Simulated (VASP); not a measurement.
Write the native input for VASP 6.6.1 that does the following.

- Task: single point
- Functional: PBEsol-based screened hybrid with 25 % exact exchange
- Potentials or basis: VASP PAW PBE potentials, release 64 (Ir)
- Cutoff: 520 eV
- k mesh: 6 × 6 × 6
- Occupations: fermi-dirac, width 0.05 eV
- Spin: no spin polarisation
- Dipole correction: no
- Grid for exact exchange (PRECFOCK): Normal
- Share of exact exchange: 0.25
- Further INCAR settings: ALGO = Normal; EDIFF = 1e-06; NBANDS = 10
- Screening parameter: 0.207 1/Å

Ir:

```xyz
1
Lattice="0.0000 1.9156 1.9156 1.9156 0.0000 1.9156 1.9156 1.9156 0.0000" Properties=species:S:1:pos:R:3 pbc="T T T"
Ir    0.0000    0.0000    0.0000
```

One way to write it, as run:

POSCAR

```
Ir
1.0
    0.0000000000      1.9156000000      1.9156000000
    1.9156000000      0.0000000000      1.9156000000
    1.9156000000      1.9156000000      0.0000000000
Ir
1
Direct
    0.0000000000      0.0000000000      0.0000000000
```

INCAR.step1

```
PREC = Accurate
ENCUT = 520
EDIFF = 1E-5
ISMEAR = -1
SIGMA = 0.05
LREAL = F
LASPH = T
NELM = 80
ALGO = Normal
ISIF = 2
LWAVE = T
NBANDS = 10
GGA = PE
```

INCAR.step2

```
PREC = Accurate
ENCUT = 520
EDIFF = 1E-6
ISMEAR = -1
SIGMA = 0.05
LREAL = F
LASPH = T
NELM = 80
ALGO = Normal
ISIF = 2
LWAVE = F
LCHARG = T
GGA = PS
LHFCALC = T
AEXX = 0.25
HFSCREEN = 0.207
PRECFOCK = Normal
LELF = T
LVHAR = T
NBANDS = 10
ISTART = 1
```

KPOINTS

```
Automatic mesh
0
Gamma
  6 6 6
```

Potentials or basis: VASP PAW PBE potentials, release 64 (Ir).

Launch:

```sh
$ cat potpaw_PBE.64/Ir/POTCAR > POTCAR
$ cp INCAR.step1 INCAR
$ mpirun -np 1 vasp_std > vasp.out
$ cp INCAR.step2 INCAR
$ mpirun -np 1 vasp_std > vasp.out
```

It gave:

```
Pressure               : -5.9 GPa
Band gap on the k mesh : zero (an odd number of electrons rules out a gap without spin polarisation)
```

Caveat: the k points lie up to 0.47 Å⁻¹ apart, too coarse for converged energies and pressures of a metal; the PAW data sets were made with another functional, which shifts forces and pressure a little; spin-orbit coupling is left out, which moves the levels of the heavy elements.

Wall time 4.8 min on 1 thread of AMD EPYC 7R13 Processor (Zen 3), with other jobs on the host, peak memory 0.21 GiB.
